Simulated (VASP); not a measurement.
Crystal: NaBI4.

```xyz
6
Lattice="5.0947 0.0000 0.0000 0.0000 5.0947 0.0000 0.0000 0.0000 7.3210" Properties=species:S:1:pos:R:3 pbc="T T T"
Na    2.5473    2.5473    3.6605
B     0.0000    0.0000    0.0000
I     2.5473    0.0000    5.5870
I     0.0000    2.5473    1.7340
I     2.5473    0.0000    1.7340
I     0.0000    2.5473    5.5870
```

* Program: VASP 6.6.1
* Task: relaxation of cell and atoms
* Functional: PBE
* Potentials or basis: VASP PAW PBE potentials, release 64 (Na_pv, B, I)
* Cutoff: 600 eV
* k mesh: 8 × 8 × 6
* Occupations: gaussian, width 0.1 eV
* Spin: no spin polarisation

At the start: pressure 2.0 GPa; volume 31.67 Å³/atom.

Q: Where does the relaxation end?

A: Over 16 steps the energy falls by 52.7 meV/atom and the volume is 35.03 Å³/atom (+10.6 %); space group P4/mmm (No. 123, to 0.05 Å).

Step by step:
| step | energy change (eV) | largest force (eV/Å) | pressure (GPa) | volume (Å³) |
| --- | --- | --- | --- | --- |
| 1 | 0.0000 | 0.0256 | 1.99 | 190.02 |
| 2 | -0.0953 | 0.0042 | 0.61 | 201.04 |
| 3 | -0.1124 | 0.0235 | -0.27 | 210.29 |
| 4 | -0.1129 | 0.0210 | -0.17 | 209.03 |
| 5 | -0.1416 | 0.0153 | -0.24 | 209.84 |
| 6 | -0.2475 | 0.0355 | -0.39 | 211.95 |
| 7 | -0.2692 | 0.1323 | -0.21 | 214.92 |
| 8 | -0.3036 | 0.0917 | -0.38 | 213.72 |
| 9 | -0.3095 | 0.0721 | 0.27 | 207.33 |
| 10 | -0.3111 | 0.0786 | 0.04 | 209.30 |
| 11 | -0.3140 | 0.0472 | 0.06 | 209.07 |
| 12 | -0.3150 | 0.0143 | 0.07 | 208.83 |
| 13 | -0.3160 | 0.0047 | -0.02 | 210.12 |
| 14 | -0.3160 | 0.0014 | -0.05 | 210.56 |
| 15 | -0.3161 | 0.0006 | 0.03 | 209.91 |
| 16 | -0.3162 | 0.0002 | -0.01 | 210.20 |

Final structure:
```
CELL_PARAMETERS angstrom
5.00125 0.00000 0.00000
0.00000 5.00125 0.00000
0.00000 0.00000 8.40387
ATOMIC_POSITIONS crystal
Na 0.50000 0.50000 0.50000
B 0.00000 0.00000 0.00000
I 0.50000 0.00000 0.76852
I 0.00000 0.50000 0.23148
I 0.50000 0.00000 0.23148
I 0.00000 0.50000 0.76852
```
